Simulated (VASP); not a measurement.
A run of VASP 6.6.1 is set up as follows.

Contents of INCAR:

```
PREC = Accurate ; ENCUT = 520
EDIFF = 1E-6 ; ISMEAR = -1
SIGMA = 0.1 ; LREAL = F
LASPH = T ; NELM = 80
ALGO = Normal ; ISIF = 2
LWAVE = F ; LCHARG = F
NBANDS = 9
```

KPOINTS

```
Automatic mesh
0
Gamma
  12 12 12
```

POSCAR

```
Mg
1.0
    0.0000000000      2.9088515172      2.9088515172
    2.9088515172      0.0000000000      2.9088515172
    2.9088515172      2.9088515172      0.0000000000
Mg
2
Direct
   -0.1250000000     -0.1250000000     -0.1250000000
    0.1250000000      0.1250000000      0.1250000000
```

Potentials or basis: VASP PAW LDA potentials, release 64 (Mg).

The run is started by

```bash
$ cat potpaw_LDA.64/Mg/POTCAR > POTCAR
$ mpirun -np 1 vasp_std > vasp.out
```

Predict the band gap on the k mesh.

zero (bands 2 and 3 overlap by 5.61 eV).

What does it give for the pressure?

11.9 GPa.

Caveat: the cell stands under pressure.
